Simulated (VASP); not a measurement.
A run of VASP 6.6.1 is set up as follows.

Contents of INCAR:

```
PREC = Accurate
ENCUT = 520
EDIFF = 1E-6
ISMEAR = 0
SIGMA = 0.05
LREAL = F
LASPH = T
NELM = 150
ALGO = Normal
ISIF = 2
LWAVE = F
LCHARG = F
ISPIN = 2
MAGMOM = 5 -5 0 0
LORBIT = 11
LMAXMIX = 4
LDAU = T
LDAUTYPE = 2
LDAUL = 2 -1
LDAUU = 3.9 0
LDAUJ = 0 0
LDAUPRINT = 1
GGA = PE
NBANDS = 31
```

File KPOINTS:

```
Automatic mesh
0
Gamma
  4 4 3
```

The input POSCAR:

```
MnS
1.0
    0.0000000000      2.6045000000     -2.6045000000
    0.0000000000      2.6045000000      2.6045000000
    5.2090000000      0.0000000000      0.0000000000
Mn S
2 2
Direct
    0.0000000000      0.0000000000      0.0000000000
    0.5000000000      0.5000000000      0.5000000000
    0.0000000000      1.0000000000      0.5000000000
    0.5000000000      1.5000000000      1.0000000000
```

Potentials or basis: VASP PAW PBE potentials, release 64 (Mn_pv, S).

Launch:

```sh
$ cat potpaw_PBE.64/Mn_pv/POTCAR potpaw_PBE.64/S/POTCAR > POTCAR
$ mpirun -np 1 vasp_std > vasp.out
```

**Question.** Predict the net moment.

**Answer.** 0.00 μB per cell.

**Question.** Predict the site moments.

**Answer.** Mn +4.57, -4.57; S -0.03, +0.03 μB.

**Question.** Predict the band gap on the k mesh.

**Answer.** 1.12 eV.

**Question.** Predict the pressure.

**Answer.** 3.7 GPa.

Stress tensor (GPa, compression positive):
```
3.42 0.00 0.00
0.00 3.78 0.00
0.00 0.00 3.78
```

Caveat: the k points lie up to 0.43 Å⁻¹ apart. The state reached can hang on the start; a lower one may exist.
